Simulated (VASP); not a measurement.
The system is Sr3Ga.

```
Sr Ga
1.0
    -2.34908    2.34908    5.24730
     2.34908   -2.34908    5.24730
     2.34908    2.34908   -5.24730
Sr Ga
3 1
Direct
  0.50000 0.50000 0.00000
  0.25000 0.75000 0.50000
  0.75000 0.25000 0.50000
  0.00000 0.00000 0.00000
```

```yaml
Program: VASP 6.6.1
Task: relaxation of cell and atoms
Functional: PBE
Potentials_or_basis: VASP PAW PBE potentials, release 64 (Sr_sv, Ga_d)
Cutoff: 600 eV
k_mesh: 6 × 6 × 6
Occupations: gaussian, width 0.1 eV
Spin: no spin polarisation
```

At the start: pressure 8.1 GPa; volume 28.96 Å³/atom.

Q: Where does the relaxation end?

A: Over 11 steps the energy falls by 242.3 meV/atom and the volume is 38.53 Å³/atom (+33.1 %); space group I4/mmm (No. 139, to 0.1 Å) before and after.

Step by step:
```tsv
step	energy change (eV)	largest force (eV/Å)	pressure (GPa)	volume (Å³)
1	0.0000	0.0000	8.11	115.82
2	-0.8154	0.0000	1.90	142.11
3	-0.9153	0.0000	0.34	154.64
4	-0.9223	0.0000	-0.10	159.00
5	-0.9222	0.0000	-0.18	159.95
6	-0.9314	0.0000	-0.16	159.33
7	-0.9502	0.0000	-0.04	157.32
8	-0.9660	0.0000	0.17	152.77
9	-0.9664	0.0000	0.27	151.37
10	-0.9683	0.0000	-0.18	155.67
11	-0.9691	0.0000	-0.03	154.12
```

Final structure:
```yaml
crystal:
  lattice:
    - [-2.80548, 2.80548, 4.89530]
    - [2.80548, -2.80548, 4.89530]
    - [2.80548, 2.80548, -4.89530]
  atoms:
    - { symbol: Sr, position: [0.50000, 0.50000, 0.00000] }
    - { symbol: Sr, position: [0.25000, 0.75000, 0.50000] }
    - { symbol: Sr, position: [0.75000, 0.25000, 0.50000] }
    - { symbol: Ga, position: [0.00000, 0.00000, 0.00000] }
```

Caveat: the volume moved by over 15 % at a fixed basis, so the end points are rough.
